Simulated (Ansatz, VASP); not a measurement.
# Al in VASP and in Ansatz

```xyz
1
Lattice="0.0000 2.0062 2.0062 2.0062 0.0000 2.0062 2.0062 2.0062 0.0000" Properties=species:S:1:pos:R:3 pbc="T T T"
Al    0.0000    0.0000    0.0000
```

Alike in both runs: functional PBEsol; k mesh 14 × 14 × 14; occupations fermi-dirac, width 0.08 eV; no spin polarisation.

Ansatz relaxed the structure, and its values are those at the end. VASP's run is a single point on that final structure, the one shown.

```csv
,VASP,Ansatz
version,VASP 6.6.1,Ansatz 0.2.0
potentials or method,"VASP PAW PBE potentials, release 64 (Al), cutoff 520 eV","PAW with Ansatz's default frozen-core files, scalar-relativistic"
valence electrons in the cell,3,3
```

Ansatz gave:

- pressure (GPa): 0.0

**Question.** What did VASP give for the same quantities?

**Answer.** Pressure (GPa): 0.1.

VASP's potentials were made for PBE, not for PBEsol.
